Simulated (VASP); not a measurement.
LiBr:

```
Li Br
1.0
     0.00000    2.75540    2.75540
     2.75540    0.00000    2.75540
     2.75540    2.75540    0.00000
Li Br
1 1
Cartesian
  0.0000 0.0000 0.0000
  2.7554 2.7554 2.7554
```

```yaml
Program: VASP 6.6.1
Task: relaxation of cell and atoms
Functional: PBEsol
Potentials_or_basis: VASP PAW PBE potentials, release 64 (Li_sv, Br)
Cutoff: 750 eV
k_mesh: 8 × 8 × 8
Occupations: fermi-dirac, width 0.02 eV
Spin: no spin polarisation
```

At the start: pressure -1.4 GPa; volume 20.92 Å³/atom.

**Question.** Where does the relaxation end?

**Answer.** Over 4 steps the energy falls by 5.3 meV/atom and the volume is 19.79 Å³/atom (-5.4 %); space group Fm-3m (No. 225, to 0.05 Å).

The path:
```csv
step,energy change (eV),largest force (eV/Å),pressure (GPa),volume (Å³)
1,0.0000,0.0000,-1.43,41.84
2,-0.0078,0.0000,-0.78,40.72
3,-0.0106,0.0000,-0.04,39.64
4,-0.0106,0.0000,0.00,39.58
```

Final structure:
```
Li Br
1.0
     0.00000    2.70488    2.70488
     2.70488    0.00000    2.70488
     2.70488    2.70488    0.00000
Li Br
1 1
Direct
  0.00000 0.00000 0.00000
  0.50000 0.50000 0.50000
```

Caveat: the PAW data sets were made with another functional, which shifts forces and pressure a little.
